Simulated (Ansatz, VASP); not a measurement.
**CdTe in VASP and in Ansatz**

```
CELL_PARAMETERS angstrom
0.00000 3.24464 3.24464
3.24464 0.00000 3.24464
3.24464 3.24464 0.00000
ATOMIC_POSITIONS crystal
Cd 0.00000 0.00000 0.00000
Te 0.25000 0.25000 0.25000
```

Alike in both runs: functional PBEsol; k mesh 8 × 8 × 8; occupations gaussian, width 0.02 eV; no spin polarisation.

Ansatz relaxed the structure, and its values are those at the end. VASP's run is a single point on that final structure, the one shown.

|  | VASP | Ansatz |
| --- | --- | --- |
| version | VASP 6.6.1 | Ansatz 0.2.0 |
| potentials or method | VASP PAW PBE potentials, release 64 (Cd, Te), cutoff 500 eV | scalar-relativistic, plane waves, PAW |
| valence electrons in the cell | 18 | 36 |

|  | VASP | Ansatz | Ansatz less VASP |
| --- | --- | --- | --- |
| gap on the k mesh at the Fermi level (eV) | 0.65 | 0.65 | -0.002 |
| least direct gap on the mesh (eV) | 0.65 | 0.65 | -0.002 |
| pressure (GPa) | 0.2 | 0.0 | -0.16 |

VASP's potentials were made for PBE, not for PBEsol. The functional is the same, so the differences come from potentials, cutoffs and numerics. VASP's potentials hold 18 valence electrons a cell and Ansatz's 36, so a difference there can come from the potentials and not from the codes.

Neither program's run includes spin-orbit coupling.
